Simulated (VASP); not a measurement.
# W16N (a cell with a defect) in VASP: single point with PBEsol

Aim: the single point of W16N (a cell with a defect) with PBEsol.

All numbers are computed with VASP 6.6.1; they aren't measurements. Logs are shortened: lines on timing, memory, paths and dates and some standing lists are left out, and cuts for length are marked.

**1. The cell of the first run**

The cell holds a defect, 17 atoms: a = 6.320 Å, b = 6.320 Å, c = 6.320 Å, α = 90.00°, β = 90.00°, γ = 90.00°.

**2. Single point, PBEsol**

Contents of INCAR:

```
PREC = Accurate
ENCUT = 520
EDIFF = 1E-6
ISMEAR = -1
SIGMA = 0.1
LREAL = Auto
LASPH = T
NELM = 60
ALGO = Normal
ISIF = 2
LWAVE = F
LCHARG = F
GGA = PS
NBANDS = 128
```

Contents of KPOINTS:

```
regular mesh
0
Gamma
  3 3 3
```

Contents of POSCAR:

```
W16N
1.0
    6.3200000000      0.0000000000      0.0000000000
    0.0000000000      6.3200000000      0.0000000000
    0.0000000000      0.0000000000      6.3200000000
W N
16 1
Direct
   -0.0017585443      0.0005137658     -0.0020768987
    0.5009751582      0.0005181962     -0.0020765823
   -0.0108693038      0.5128931962     -0.0020931962
   -0.0063780063     -0.0045715190      0.4979238924
    0.2496069620      0.2464240506      0.2804990506
    0.5101001582      0.5129017405     -0.0020930380
    0.5055979430     -0.0045696203      0.4979242089
    0.7496128165      0.2549868671      0.2489463608
   -0.0047514241      0.5061810127      0.4979131329
    0.2496117089      0.7594169304      0.2493063291
    0.2496068038      0.2464993671      0.7153525316
    0.5039726266      0.5061791139      0.4979129747
    0.7496123418      0.7601283228      0.2484316456
    0.7496126582      0.2549723101      0.7468846519
    0.2496118671      0.7594153481      0.7465207278
    0.7496121835      0.7601412975      0.7473787975
    0.2496267405      0.3398789557     -0.0020537975
```

Potentials or basis: VASP PAW PBE potentials, release 64 (W_sv, N).

Launch:

```bash
cat potpaw_PBE.64/W_sv/POTCAR potpaw_PBE.64/N/POTCAR > POTCAR
mpirun -np 1 vasp_std > vasp.out
```

OUTCAR:

```text
PREC = Accurate
   ENCUT = 520
   EDIFF = 1E-6
   ISMEAR = -1
   LREAL = Auto
   LASPH = T
   NELM = 60
   ISIF = 2
   GGA = PS

 ion  position               nearest neighbor table
   1  0.998  0.001  0.998-  13 2.70  16 2.70  10 2.71  15 2.71   8 2.75  14 2.75   5 2.85  11 2.85
                             3 3.08   2 3.14   4 3.16   4 3.16   2 3.18   3 3.24
   2  0.501  0.001  0.998-  13 2.70  16 2.70  10 2.71  15 2.71   8 2.75  14 2.75   5 2.85  11 2.85
                             6 3.08   1 3.14   7 3.16   7 3.16   1 3.18   6 3.24
   3  0.989  0.513  0.998-  17 1.98  13 2.69  16 2.69  14 2.73   8 2.73  15 2.77  10 2.77  11 2.96
                             5 2.96   6 3.03   1 3.08   9 3.16   9 3.16   1 3.24   6 3.29
   4  0.994  0.995  0.498-   5 2.65  11 2.65  16 2.66  13 2.66  15 2.70  10 2.70  14 2.75   8 2.75
                             7 3.08   9 3.09   1 3.16   1 3.16   9 3.23   7 3.24
   5  0.250  0.246  0.280-  17 1.88   4 2.65   7 2.65   9 2.68  12 2.68  11 2.75   2 2.85   1 2.85
                             3 2.96   6 2.96  10 3.08   8 3.17   8 3.17  10 3.25
   6  0.510  0.513  0.998-  17 1.98  13 2.69  16 2.69  14 2.73   8 2.73  15 2.77  10 2.77  11 2.96
                             5 2.96   3 3.03   2 3.08  12 3.16  12 3.16   2 3.24   3 3.29
   7  0.506  0.995  0.498-   5 2.65  11 2.65  16 2.66  13 2.66  15 2.70  10 2.70  14 2.75   8 2.75
                             4 3.08  12 3.09   2 3.16   2 3.16  12 3.23   4 3.24
   8  0.750  0.255  0.249-   9 2.72  12 2.72   3 2.73   6 2.73   4 2.75   7 2.75   1 2.75   2 2.75
                            13 3.13  14 3.15   5 3.17   5 3.17  14 3.17  13 3.19
   9  0.995  0.506  0.498-  11 2.68   5 2.68   8 2.72  14 2.72  16 2.73  13 2.73  15 2.76  10 2.76
                             4 3.09  12 3.10   3 3.16   3 3.16  12 3.22   4 3.23
  10  0.250  0.759  0.249-   7 2.70   4 2.70   2 2.71   1 2.71  12 2.76   9 2.76   6 2.77   3 2.77
                             5 3.08  15 3.14  13 3.16  13 3.16  15 3.18   5 3.25
  11  0.250  0.246  0.715-  17 1.88   4 2.65   7 2.65   9 2.68  12 2.68   5 2.75   2 2.85   1 2.85
                             3 2.96   6 2.96  15 3.08  14 3.17  14 3.17  15 3.25
  12  0.504  0.506  0.498-  11 2.68   5 2.68   8 2.72  14 2.72  16 2.73  13 2.73  15 2.76  10 2.76
                             7 3.09   9 3.10   6 3.16   6 3.16   9 3.22   7 3.23
  13  0.750  0.760  0.248-   4 2.66   7 2.66   6 2.69   3 2.69   1 2.70   2 2.70   9 2.73  12 2.73
                             8 3.13  16 3.15  10 3.16  10 3.16  16 3.17   8 3.19
  14  0.750  0.255  0.747-   9 2.72  12 2.72   3 2.73   6 2.73   4 2.75   7 2.75   1 2.75   2 2.75
                            16 3.13   8 3.15  11 3.17  11 3.17   8 3.17  16 3.19
  15  0.250  0.759  0.747-   7 2.70   4 2.70   2 2.71   1 2.71  12 2.76   9 2.76   6 2.77   3 2.77
                            11 3.08  10 3.14  16 3.16  16 3.16  10 3.18  11 3.25
  16  0.750  0.760  0.747-   4 2.66   7 2.66   6 2.69   3 2.69   1 2.70   2 2.70   9 2.73  12 2.73
                            14 3.13  13 3.15  15 3.16  15 3.16  13 3.17  14 3.19
  17  0.250  0.340  0.998-   5 1.88  11 1.88   6 1.98   3 1.98

  LATTYP: Found a simple cubic cell.
 ALAT       =     6.3200000000

  Lattice vectors:

 A1 = (   6.3200000000,   0.0000000000,   0.0000000000)
 A2 = (   0.0000000000,   6.3200000000,   0.0000000000)
 A3 = (   0.0000000000,   0.0000000000,   6.3200000000)

Analysis of symmetry for initial positions (statically):
=====================================================================
 Subroutine PRICEL returns:
 Original cell was already a primitive cell.

 Routine SETGRP: Setting up the symmetry group for a
 simple cubic supercell.

 Subroutine GETGRP returns: Found  1 space group operations
 (whereof  1 operations were pure point group operations)
 out of a pool of 48 trial point group operations.

The static configuration has the point symmetry C_1 .

Analysis of symmetry for dynamics (positions and initial velocities):
=====================================================================
 Subroutine PRICEL returns:
 Original cell was already a primitive cell.

 Routine SETGRP: Setting up the symmetry group for a
 simple cubic supercell.

 Subroutine GETGRP returns: Found  1 space group operations
 (whereof  1 operations were pure point group operations)
 out of a pool of 48 trial point group operations.

The dynamic configuration has the point symmetry C_1 .

 Subroutine INISYM returns: Found  1 space group operations
 (whereof  1 operations are pure point group operations),
 and found     1 'primitive' translations

----------------------------------------------------------------------------------------

                                     Primitive cell

  volume of cell :     252.4360

  direct lattice vectors                    reciprocal lattice vectors
     6.320000000  0.000000000  0.000000000     0.158227848  0.000000000  0.000000000
     0.000000000  6.320000000  0.000000000     0.000000000  0.158227848  0.000000000
     0.000000000  0.000000000  6.320000000     0.000000000  0.000000000  0.158227848

  length of vectors
     6.320000000  6.320000000  6.320000000     0.158227848  0.158227848  0.158227848

  position of ions in fractional coordinates (direct lattice)
     0.998241456  0.000513766  0.997923101
     0.500975158  0.000518196  0.997923418
     0.989130696  0.512893196  0.997906804
     0.993621994  0.995428481  0.497923892
     0.249606962  0.246424051  0.280499051
     0.510100158  0.512901740  0.997906962
[... 9 lines left out ...]
     0.749612183  0.760141297  0.747378797
     0.249626740  0.339878956  0.997946203

  ion indices of the primitive-cell ions
   primitive index   ion index
                 1           1
                 2           2
                 3           3
                 4           4
                 5           5
                 6           6
[... 9 lines left out ...]
                16          16
                17          17

----------------------------------------------------------------------------------------

 KPOINTS: regular mesh

Automatic generation of k-mesh.
 Grid dimensions read from file:
 generate k-points for:    3    3    3

 Generating k-lattice:

  Cartesian coordinates                     Fractional coordinates (reciprocal lattice)
     0.052742616  0.000000000  0.000000000     0.333333333  0.000000000  0.000000000
     0.000000000  0.052742616  0.000000000     0.000000000  0.333333333  0.000000000
     0.000000000  0.000000000  0.052742616     0.000000000  0.000000000  0.333333333

  Length of vectors
     0.052742616  0.052742616  0.052742616

  Shift w.r.t. Gamma in fractional coordinates (k-lattice)
     0.000000000  0.000000000  0.000000000

 Subroutine IBZKPT returns following result:
 ===========================================

 Found     14 irreducible k-points:

 Following reciprocal coordinates:
            Coordinates               Weight
  0.000000  0.000000  0.000000      1.000000
  0.333333  0.000000  0.000000      2.000000
  0.000000  0.333333  0.000000      2.000000
  0.000000  0.000000  0.333333      2.000000
  0.333333  0.333333  0.000000      2.000000
  0.000000  0.333333  0.333333      2.000000
  0.333333  0.000000  0.333333      2.000000
 -0.333333  0.333333  0.000000      2.000000
 -0.333333  0.000000  0.333333      2.000000
  0.000000 -0.333333  0.333333      2.000000
  0.333333  0.333333  0.333333      2.000000
 -0.333333  0.333333  0.333333      2.000000
 -0.333333 -0.333333  0.333333      2.000000
  0.333333 -0.333333  0.333333      2.000000
   k-points           NKPTS =     14   k-points in BZ     NKDIM =     14   number of bands    NBANDS=    128
   number of dos      NEDOS =    301   number of ions     NIONS =     17
   total plane-waves  NPLWV = 110592
   dimension x,y,z NGX =    48 NGY =   48 NGZ =   48
   dimension x,y,z NGXF=    96 NGYF=   96 NGZF=   96
   ions per type =              16   1
   NGX,Y,Z   is equivalent  to a cutoff of  12.63, 12.63, 12.63 a.u.
   NGXF,Y,Z  is equivalent  to a cutoff of  25.25, 25.25, 25.25 a.u.
 SYSTEM =  unknown system
   PREC   = accura    normal or accurate (medium, high low for compatibility)
   ISTART =      0    job   : 0-new  1-cont  2-samecut
   ICHARG =      2    charge: 1-file 2-atom 10-const
   ISPIN  =      1    spin polarized calculation?
   LNONCOLLINEAR =      F non collinear calculations
   LSORBIT =      F    spin-orbit coupling
   LASPH  =      T    aspherical Exc in radial PAW
   ENCUT  =  520.0 eV  38.22 Ry    6.18 a.u.  11.75 11.75 11.75*2*pi/ulx,y,z
   NELM   =     60;   NELMIN=  2; NELMDL= -5     # of ELM steps
   EDIFF  = 0.1E-05   stopping-criterion for ELM
   LREAL  =      T    real-space projection
   EDIFFG = 0.1E-04   stopping-criterion for IOM
   NSW    =      0    number of steps for IOM
   IBRION =     -1    ionic relax: 0-MD 1-quasi-New 2-CG
   NFREE  =      0    steps in history (QN), initial steepest desc. (CG)
   ISIF   =      2    stress and relaxation
   ISYM   =      2    0-nonsym 1-usesym 2-fastsym
   POTIM  = 0.5000    time-step for ionic-motion
   TEBEG  =    0.0;   TEEND  =   0.0 temperature during run
   PSTRESS=    0.0 pullay stress
   NELECT =     229.0000    total number of electrons
   NUPDOWN=      -1.0000    fix difference up-down
   EMIN   =  10.00;   EMAX   =-10.00  energy-range for DOS
   EFERMI =   0.00;   METHOD = LEGACY
   ISMEAR =    -1;   SIGMA  =   0.10  broadening in eV -4-tet -1-fermi 0-gaus
   EFERMI_NEDOS =   21; number of points for ismear=-14 and -15
   IALGO  =     38    algorithm
   IMIX   =      4    mixing-type and parameters
     AMIX     =   0.40;   BMIX     =  1.00
     AMIX_MAG =   1.60;   BMIX_MAG =  1.00
  volume/ion in A,a.u.               =      14.85       100.21
  Fermi-wavevector in a.u.,A,eV,Ry     =   1.584782  2.994804 34.171502  2.511535
  Thomas-Fermi vector in A             =   2.684347
   LORBIT       =      0    0 simple, 1 ext, 2 COOP (PROOUT), +10 PAW based schemes
   GGA     = PS    functional components
   LHFCALC =     F    Hartree Fock is set to
   AEXX    =    0.0000 exact exchange contribution
   IVDW    =     0    specifies the selected vdW correction
   LEPSILON=     F    determine dielectric tensor
   LRPA    =     F    only Hartree local field effects (RPA)
 non-spin polarized calculation
  energy-cutoff  :      520.00
  volume of cell :      252.44
 maximum number of plane-waves:      6859
   NGX = 23   NGY = 23   NGZ = 23

 number of electron     229.0000001 magnetization

 Free energy of the ion-electron system (eV)
  ---------------------------------------------------
  ext. energy  EPLUGINS =         0.00000000
  ---------------------------------------------------
  free energy    TOTEN  =      -227.60550874 eV

  energy without entropy =     -227.30013320  energy(sigma->0) =     -227.45282097

 E-fermi :  11.6621     XC(G=0): -13.8992

 val. band max:       11.6191549174   @ k =  -0.3333   0.0000   0.3333
 cond. band min:      11.6865826099   @ k =  -0.3333   0.3333   0.0000
 fundamental gap:      0.0674276926
 Fermi energy:        11.6620738224

 k-point     1 :       0.0000    0.0000    0.0000
  band No.  band energies     occupation
      1     -62.5296      2.00000
      2     -62.4982      2.00000
      3     -62.4238      2.00000
      4     -62.3719      2.00000
      5     -62.3658      2.00000
      6     -62.3418      2.00000
[... 118 lines left out ...]
    125      13.2849      0.00000
    126      13.3767      0.00000

 k-point     2 :       0.3333    0.0000    0.0000
  band No.  band energies     occupation
      1     -62.5227      2.00000
      2     -62.5040      2.00000
      3     -62.4151      2.00000
      4     -62.3852      2.00000
      5     -62.3654      2.00000
      6     -62.3413      2.00000
[... 1666 lines left out ...]
    125      13.5312      0.00000
    126      13.6251      0.00000
 [bands above 126 left out]

------------------------ aborting loop because EDIFF is reached ----------------------------------------

  FORCE on cell =-STRESS in cart. coord.  units (eV):
  Direction    XX          YY          ZZ          XY          YZ          ZX
  --------------------------------------------------------------------------------------
  -------------------------------------------------------------------------------------
  Total       12.3127375     13.4998975     24.2177810      0.0017492     -0.0092201     -0.0016453
  in kB       78.1472985     85.6820441    153.7070175      0.0111021     -0.0585187     -0.0104426
  external PRESSURE =     105.8454534 kB  Pullay stress =       0.0000000 kB

 VOLUME and BASIS-vectors are now :
 -----------------------------------------------------------------------------
  energy-cutoff  :      520.00
  volume of cell :      252.44
      direct lattice vectors                 reciprocal lattice vectors
     6.320000000  0.000000000  0.000000000     0.158227848  0.000000000  0.000000000
     0.000000000  6.320000000  0.000000000     0.000000000  0.158227848  0.000000000
     0.000000000  0.000000000  6.320000000     0.000000000  0.000000000  0.158227848

 POSITION                                       TOTAL-FORCE (eV/Angst)
 -----------------------------------------------------------------------------------
      6.30889      0.00325      6.30687        -0.005915      0.055531     -0.000207
      3.16616      0.00327      6.30688         0.006095      0.055870      0.001109
      6.25131      3.24148      6.30677         0.124432      0.111841      0.000839
      6.27969      6.29111      3.14688        -0.042014      0.026249      0.000600
      1.57752      1.55740      1.77275        -0.000132     -0.046087      0.316151
      3.22383      3.24154      6.30677        -0.123919      0.111953      0.000924
[... 9 lines left out ...]
      4.73755      4.80409      4.72343        -0.000906     -0.003513      0.055677
      1.57764      2.14804      6.30702         0.000215     -0.581466     -0.001677
 -----------------------------------------------------------------------------------
    total drift:                                0.001155     -0.011577     -0.005566

  FREE ENERGIE OF THE ION-ELECTRON SYSTEM (eV)
  ---------------------------------------------------
  free  energy   TOTEN  =      -227.6055087382 eV

  energy  without entropy=     -227.3001331989  energy(sigma->0) =     -227.45282097
```

Wall time 13 min (1 thread of AMD EPYC 7R13 (Zen 3), shared host); peak memory 0.46 GiB.

Results:

```
Free energy            : -227.6055 eV
Pressure               : 10.6 GPa
Largest force          : 0.581 eV/Å
Band gap on the k mesh : zero (an odd number of electrons rules out a gap without spin polarisation)
```

Forces on the atoms (eV/Å):
```
W   -0.006  0.056  0.000
W    0.006  0.056  0.001
W    0.124  0.112  0.001
W   -0.042  0.026  0.001
W    0.000 -0.046  0.316
W   -0.124  0.112  0.001
W    0.043  0.026  0.001
W    0.000  0.035 -0.026
W   -0.042  0.080  0.000
W    0.000  0.030  0.007
W    0.000 -0.049 -0.317
W    0.042  0.080  0.000
W   -0.001 -0.001 -0.058
W    0.000  0.037  0.028
W    0.000  0.033 -0.008
W   -0.001 -0.004  0.056
N    0.000 -0.581 -0.002
```

Stress tensor (GPa, compression positive):
```
 7.81  0.00  0.00
 0.00  8.57 -0.01
 0.00 -0.01 15.37
```

Levels at points of the mesh, in eV from the Fermi level:
```tsv
k point	band 112	band 113	band 114	band 115	band 116	band 117
(0.00, 0.00, 0.00)	-0.53	-0.49	0.19	0.23	0.46	0.61
```

Caveat: the PAW data sets were made with another functional, which shifts forces and pressure a little; spin-orbit coupling is left out, which moves the levels of the heavy elements.

The gap in the log of VASP goes by the Fermi energy; the results here count the filled bands.